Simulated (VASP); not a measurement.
# Al15As16 (a cell with a defect) in VASP: further runs, part 2 of 3

VASP 6.6.1. The steps go on from the part before.

## (3) Single point, PBE, collinear spin (atoms taken out, then relaxed in part)

The input, INCAR:

```
ALGO     = Normal         # electronic algorithm
EDIFF    = 1E-6           # SCF threshold, eV
ENCUT    = 400            # plane-wave cutoff, eV
GGA      = PE             # functional
GGA_COMPAT= False        
ISIF     = 2              # what is computed and relaxed
ISMEAR   = 0              # smearing method
ISPIN    = 2              # spin polarisation
LASPH    = True           # aspherical terms in the spheres
LCHARG   = False          # write CHGCAR
LORBIT   = 11             # projections on sites
LREAL    = Auto         
LWAVE    = False          # write WAVECAR
MAGMOM   = 0 0 0 0 0 0 0 0 0 0 0 0 0 0 0 0.25 0 0 0 0 0 0 0 0 0 0 0 0 0.25 0.25 0.25 # initial moments
NBANDS   = 88             # bands
NELECT   = 127.0        
NELM     = 200            # most SCF steps
PREC     = Accurate       # precision mode
SIGMA    = 0.01           # smearing width, eV
```

The input, KPOINTS:

```
k-points
0
Gamma
  3 3 3
```

The input, POSCAR:

```
Al15As16
1.0
    5.7279123210      5.7279123210      5.7279123210
   -5.7279123210      5.7279123210     -5.7279123210
   -5.7279123210     -5.7279123210      5.7279123210
Al As
15 16
Direct
    0.5000000000      0.4987165085     -0.0103564226
    0.7396435774      0.4987165085      0.7500000000
    0.5000000000      0.2500000000      0.2500000000
    0.7512834915      0.2409270689      0.0012834915
    0.0000000000      0.2500000000      0.7500000000
    0.5000000000     -0.0103564226      0.4987165085
    0.7512834915      0.0012834915      0.2409270689
   -0.0090729311      0.0012834915      0.0012834915
    0.2487165085     -0.0103564226      0.7500000000
    0.7396435774      0.7500000000      0.4987165085
    0.0000000000      0.7500000000      0.2500000000
    0.2487165085      0.7500000000     -0.0103564226
    0.0090729311      0.5103564226      0.5103564226
    0.2603564226      0.5103564226      0.2590729311
    0.2603564226      0.2590729311      0.5103564226
    0.7287178250     -0.0212821750     -0.0212821750
    0.7484116219      0.7500000000      0.2484513259
   -0.0015486741      0.7500000000     -0.0015883781
    0.7500397040      0.5015883781      0.5015883781
    0.0015486741      0.4999602960      0.2515486741
    0.2515883781      0.5015883781      0.0000397040
    0.7484116219      0.2484513259      0.7500000000
    0.0015486741      0.2515486741      0.4999602960
    0.2499602960      0.2515486741      0.2515486741
    0.5000000000      0.2484513259     -0.0015883781
   -0.0015486741     -0.0015883781      0.7500000000
    0.2515883781      0.0000397040      0.5015883781
    0.5000000000     -0.0015883781      0.2484513259
    0.2712821750      0.7500000000      0.7500000000
    0.5000000000      0.7500000000      0.5212821750
    0.5000000000      0.5212821750      0.7500000000
```

Potentials or basis: VASP PAW PBE potentials, release 64 (Al, As).

Launch:

```console
$ cat potpaw_PBE.64/Al/POTCAR potpaw_PBE.64/As/POTCAR > POTCAR
$ mpirun -np 1 vasp_std > vasp.out
```

It took 8.9 min on 1 thread of AMD EPYC 9R45 (Zen 5), shared host; peak memory 1 GiB.

It converged, with:

| Item | Value |
| --- | --- |
| Free energy | -135.6018 eV |
| Largest force | 0.031 eV/Å |
| Net moment | 0.10 μB per cell |
| Valence electrons inside the program's atomic spheres | Al 0.77; As 2.83, 2.87 (each value once) |

Forces on the atoms (eV/Å):
```
Al   0.013 -0.020  0.020
Al   0.020 -0.013  0.020
Al   0.000  0.000  0.000
Al  -0.020  0.020  0.013
Al   0.000  0.000  0.000
Al   0.013  0.020 -0.020
Al  -0.020  0.013  0.020
Al  -0.013  0.020  0.020
Al  -0.020 -0.013 -0.020
Al   0.020  0.020 -0.013
Al   0.000  0.000  0.000
Al  -0.020 -0.020 -0.013
Al  -0.013 -0.020 -0.020
Al   0.020  0.013 -0.020
Al   0.020 -0.020  0.013
As   0.001 -0.001 -0.001
As  -0.016 -0.016  0.011
As   0.016  0.016  0.011
As   0.011  0.016  0.016
As   0.016 -0.016 -0.011
As  -0.016 -0.011  0.016
As  -0.016  0.011 -0.016
As   0.016 -0.011 -0.016
As   0.011 -0.016 -0.016
As  -0.011  0.016 -0.016
As   0.016  0.011  0.016
As  -0.016  0.016 -0.011
As  -0.011 -0.016  0.016
As   0.001  0.001  0.001
As  -0.001 -0.001  0.001
As  -0.001  0.001 -0.001
```

Levels at points of the mesh, in eV from the Fermi level:
Spin up:
| k point | band 59 | band 60 | band 61 | band 62 | band 63 | band 64 | band 65 | band 66 | band 67 | band 68 |
| --- | --- | --- | --- | --- | --- | --- | --- | --- | --- | --- |
| (0.00, 0.00, 0.00) | -0.70 | -0.70 | -0.70 | 0.03 | 0.03 | 0.03 | 1.18 | 1.18 | 1.18 | 1.48 |
Spin down:
| k point | band 61 | band 62 | band 63 | band 64 | band 65 | band 66 |
| --- | --- | --- | --- | --- | --- | --- |
| (0.00, 0.00, 0.00) | -0.70 | 0.04 | 0.04 | 0.04 | 1.18 | 1.18 |

Caveat: the cell carries a net charge on a neutralising background, which shifts energy and pressure; the cell differs from its parent crystal (atoms taken out, then relaxed in part); the cell is charged against a uniform background, so pressure and absolute levels hang on convention.

## (4) Single point, PBE, collinear spin

The input, INCAR:

```
SYSTEM = Al15As16
PREC     = Accurate       ! precision mode
ENCUT    = 400            ! plane-wave cutoff, eV
EDIFF    = 1E-6           ! SCF threshold, eV
ISMEAR   = 0              ! smearing method
SIGMA    = 0.01           ! smearing width, eV
LREAL    = Auto         
LASPH    = .TRUE.         ! aspherical terms in the spheres
NELM     = 200            ! most SCF steps
ALGO     = Normal         ! electronic algorithm
ISIF     = 2              ! what is computed and relaxed
LWAVE    = .FALSE.        ! write WAVECAR
LCHARG   = .FALSE.        ! write CHGCAR
ISPIN    = 2              ! spin polarisation
MAGMOM   = 0 0 0 0 0 0 0 0 0 0 0 0 0 0 0 0.5 0 0 0 0 0 0 0 0 0 0 0 0 0.5 0.5 0.5 ! initial moments
LORBIT   = 11             ! projections on sites
GGA      = PE             ! functional
NBANDS   = 88             ! bands
NELECT   = 128.0        
GGA_COMPAT= .FALSE.
```

The input, KPOINTS:

```
Automatic mesh
0
Gamma
  3 3 3
  0.5 0.5 0.5
```

The input, POSCAR:

```
Al15As16
1.0
    5.7279123210      5.7279123210      5.7279123210
   -5.7279123210      5.7279123210     -5.7279123210
   -5.7279123210     -5.7279123210      5.7279123210
Al As
15 16
Direct
    0.5000000000      0.4964993770     -0.0126860860
    0.7373139140      0.4964993770      0.7500000000
    0.5000000000      0.2500000000      0.2500000000
    0.7535006230      0.2408145370      0.0035006230
    0.0000000000      0.2500000000      0.7500000000
    0.5000000000     -0.0126860860      0.4964993770
    0.7535006230      0.0035006230      0.2408145370
   -0.0091854630      0.0035006230      0.0035006230
    0.2464993770     -0.0126860860      0.7500000000
    0.7373139140      0.7500000000      0.4964993770
    0.0000000000      0.7500000000      0.2500000000
    0.2464993770      0.7500000000     -0.0126860860
    0.0091854630      0.5126860860      0.5126860860
    0.2626860860      0.5126860860      0.2591854630
    0.2626860860      0.2591854630      0.5126860860
    0.7293147753     -0.0206852247     -0.0206852247
    0.7486194892      0.7500000000      0.2476843294
   -0.0023156706      0.7500000000     -0.0013805108
    0.7490648402      0.5013805108      0.5013805108
    0.0023156706      0.5009351598      0.2523156706
    0.2513805108      0.5013805108     -0.0009351598
    0.7486194892      0.2476843294      0.7500000000
    0.0023156706      0.2523156706      0.5009351598
    0.2509351598      0.2523156706      0.2523156706
    0.5000000000      0.2476843294     -0.0013805108
   -0.0023156706     -0.0013805108      0.7500000000
    0.2513805108     -0.0009351598      0.5013805108
    0.5000000000     -0.0013805108      0.2476843294
    0.2706852247      0.7500000000      0.7500000000
    0.5000000000      0.7500000000      0.5206852247
    0.5000000000      0.5206852247      0.7500000000
```

Launch:

```console
$ cat potpaw_PBE.64/Al/POTCAR potpaw_PBE.64/As/POTCAR > POTCAR
$ mpirun -np 1 vasp_std > vasp.out
```

Wall time 8.2 min (1 thread of Intel Xeon 6975P-C (Granite Rapids), shared host); peak memory 1 GiB.

The run converged. Its results:

```yaml
Free_energy: -131.8831 eV
Largest_force: 0.035 eV/Å
Net_moment: 0.00 μB per cell
Valence_electrons_inside_the_program's_atomic_spheres: Al 0.77, 0.78 (each value once); As 2.86, 2.88 (each value once)
```

Forces in eV/Å, atoms in the order of the input:
```
Al   0.010 -0.023  0.023
Al   0.023 -0.010  0.023
Al   0.000  0.000  0.000
Al  -0.023  0.023  0.010
Al   0.000  0.000  0.000
Al   0.010  0.023 -0.023
Al  -0.023  0.010  0.023
Al  -0.010  0.023  0.023
Al  -0.023 -0.010 -0.023
Al   0.023  0.023 -0.010
Al   0.000  0.000  0.000
Al  -0.023 -0.023 -0.010
Al  -0.010 -0.023 -0.023
Al   0.023  0.010 -0.023
Al   0.023 -0.023  0.010
As   0.001 -0.001 -0.001
As  -0.011 -0.011  0.013
As   0.011  0.011  0.013
As   0.013  0.011  0.011
As   0.011 -0.011 -0.013
As  -0.011 -0.013  0.011
As  -0.011  0.013 -0.011
As   0.011 -0.013 -0.011
As   0.013 -0.011 -0.011
As  -0.013  0.011 -0.011
As   0.011  0.013  0.011
As  -0.011  0.011 -0.013
As  -0.013 -0.011  0.011
As   0.001  0.001  0.001
As  -0.001 -0.001  0.001
As  -0.001  0.001 -0.001
```

Levels at points of the mesh, in eV from the Fermi level:
Spin up:
```csv
k point,band 62,band 63,band 64,band 65,band 66,band 67
"(0.50, 0.50, 0.50)",-0.37,-0.37,-0.37,1.57,1.57,1.57
```
Spin down:
```
           k point  band 61  band 62  band 63  band 64  band 65  band 66  band 67  band 68
(0.50, 0.50, 0.50)    -1.07    -0.37    -0.37    -0.37     1.57     1.57     1.57     1.83
```

Caveat: the cell carries a net charge on a neutralising background, which shifts energy and pressure; the cell is charged against a uniform background, so pressure and absolute levels hang on convention.

(Continued in part 3 of 3.)
